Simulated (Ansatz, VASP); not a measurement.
**Ir: VASP beside Ansatz**

Contents of INCAR:

```
PREC = Accurate ; ENCUT = 520
EDIFF = 1E-7 ; ISMEAR = -1
SIGMA = 0.1 ; LREAL = False
LASPH = True ; NELM = 80
ALGO = Normal ; ISIF = 2
LWAVE = False ; LCHARG = False
NBANDS = 10
```

File KPOINTS:

```
Automatic mesh
0
Gamma
  14 14 14
```

Contents of POSCAR:

```
Ir
1.0
    2.5280435852      0.0000000000      0.0000000000
    0.0000000000      2.5280435852      0.0000000000
    0.0000000000      0.0000000000      2.5280435852
Ir
1
Direct
    0.0000000000      0.0000000000      0.0000000000
```

Input for Ansatz:

```yaml
crystal:
  lattice:
    - [2.5280435852, 0.0, 0.0]
    - [0.0, 2.5280435852, 0.0]
    - [0.0, 0.0, 2.5280435852]
  atoms:
    - { symbol: Ir, position: [0.0, 0.0, 0.0] }
hamiltonian:
  xc: lda
  pseudopotentials:
    kind: paw
    azcp:
      Ir: "pseudopotentials/Ir.paw.azcp"
basis:
  ecutwfc: 420
  fft_grid_basis: typed
kpoints:
  mp_grid: { grid: [14, 14, 14], shift: [0, 0, 0] }
magnetization:
  spin_polarized: false
scf:
  occupations: { method: fermi_dirac, width: 0.1 }
  lower_state_search: "off"
output:
  stress: true
```

Alike in both runs: task single point; functional LDA; k mesh 14 × 14 × 14; occupations fermi-dirac, width 0.1 eV; no spin polarisation.

|  | VASP | Ansatz |
| --- | --- | --- |
| version | VASP 6.6.1 | Ansatz 0.2.0 |
| potentials or method | VASP PAW LDA potentials, release 64 (Ir), cutoff 520 eV | plane waves (420 eV) with PAW, scalar-relativistic |
| valence electrons in the cell | 9 | 17 |

|  | VASP | Ansatz | Ansatz less VASP |
| --- | --- | --- | --- |
| pressure (GPa) | 0.9 | -0.5 | -1.47 |

Ansatz warns that its potentials were made for another functional, while VASP's fit it. LDA's correlation is that of Perdew and Zunger in VASP and of Perdew and Wang (1992) in Ansatz. VASP's potentials hold 9 valence electrons a cell and Ansatz's 17, so a difference there can come from the potentials and not from the codes.

Neither program's run includes spin-orbit coupling.
